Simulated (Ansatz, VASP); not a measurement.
Two plane-wave programs on SnO

Contents of INCAR:

```
SYSTEM = SnO
PREC = Accurate ; ENCUT = 600
EDIFF = 1E-7 ; ISMEAR = 0
SIGMA = 0.1 ; LREAL = .FALSE.
LASPH = .TRUE. ; NELM = 60
ALGO = Normal ; ISIF = 3
LWAVE = .FALSE. ; LCHARG = .FALSE.
GGA = PE ; IBRION = 2
NSW = 90 ; EDIFFG = -0.04
```

The input KPOINTS:

```
Automatic mesh
0
G
  4 6 4
  0 0 0
```

Contents of POSCAR:

```
SnO
1.0
    4.8441279951      0.0000000000      0.0000000000
    0.0000000000      3.2056729379      0.0000000000
    0.0000000000      0.0000000000      4.9458953899
Sn O
2 2
Direct
    0.7500000000      0.0000000000      0.6870000000
    0.2500000000      0.0000000000      0.3130000000
    0.7500000000      0.5000000000      0.1880000000
    0.2500000000      0.5000000000      0.8120000000
```

Input for Ansatz:

```yaml
crystal:
  lattice:
    - [4.8441279951, 0.0, 0.0]
    - [0.0, 3.2056729379, 0.0]
    - [0.0, 0.0, 4.9458953899]
  atoms:
    - { symbol: Sn, position: [0.75, 0.0, 0.687] }
    - { symbol: Sn, position: [0.25, 0.0, 0.313] }
    - { symbol: O, position: [0.75, 0.5, 0.188] }
    - { symbol: O, position: [0.25, 0.5, 0.812] }
basis:
  ecutwfc: 420
kpoints:
  mp_grid: { grid: [4, 6, 4] }
hamiltonian:
  xc: pbe
scf:
  occupations: { method: gaussian, width: 0.1 }
  lower_state_search: "off"
output:
  forces: true
  stress: true
  eigenvalues: true
relax:
  adjacent_minimum: "off"
  f_tol: 0.04
  max_steps: 70
  cell: { stress_tol: 0.4 }
```

Alike in both runs: task relaxation of cell and atoms; functional PBE; k mesh 4 × 6 × 4; occupations gaussian, width 0.1 eV; no spin polarisation.

|  | VASP | Ansatz |
| --- | --- | --- |
| version | VASP 6.6.1 | Ansatz 0.2.0 |
| potentials or method | VASP PAW PBE potentials, release 64 (Sn_d, O), cutoff 600 eV | scalar-relativistic, plane waves, PAW |
| valence electrons in the cell | 40 | 40 |

```csv
,VASP,Ansatz,Ansatz less VASP
"gap on the k mesh at the Fermi level, each at its own relaxed structure (eV)",none,none,-
relaxed volume (Å³/atom),18.30,18.48,+0.179
relaxed cell length with the largest relative difference (Å),5.843,5.905,+0.0616
```

A gap of «none» marks a metal or a gap that the smearing closes.
